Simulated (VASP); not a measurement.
Input of a VASP 6.6.1 run:

INCAR

```
PREC = Accurate
ENCUT = 520
EDIFF = 1E-6
ISMEAR = 0
SIGMA = 0.1
LREAL = F
LASPH = T
NELM = 100
ALGO = Normal
ISIF = 2
LWAVE = F
LCHARG = T
GGA = PS
LELF = T
LVHAR = T
NBANDS = 12
```

Contents of KPOINTS:

```
Automatic mesh
0
Gamma
  18 18 18
```

File POSCAR:

```
Au
1.0
    0.0000000000      2.0418614858      2.0418614858
    2.0418614858      0.0000000000      2.0418614858
    2.0418614858      2.0418614858      0.0000000000
Au
1
Direct
    0.0000000000      0.0000000000      0.0000000000
```

Potentials or basis: VASP PAW PBE potentials, release 64 (Au).

Launch:

```bash
$ cat potpaw_PBE.64/Au/POTCAR > POTCAR
$ mpirun -np 1 vasp_std > vasp.out
```

Q: What does it give for the pressure?

A: -0.3 GPa.

Caveat: the PAW data sets were made with another functional, which shifts forces and pressure a little.
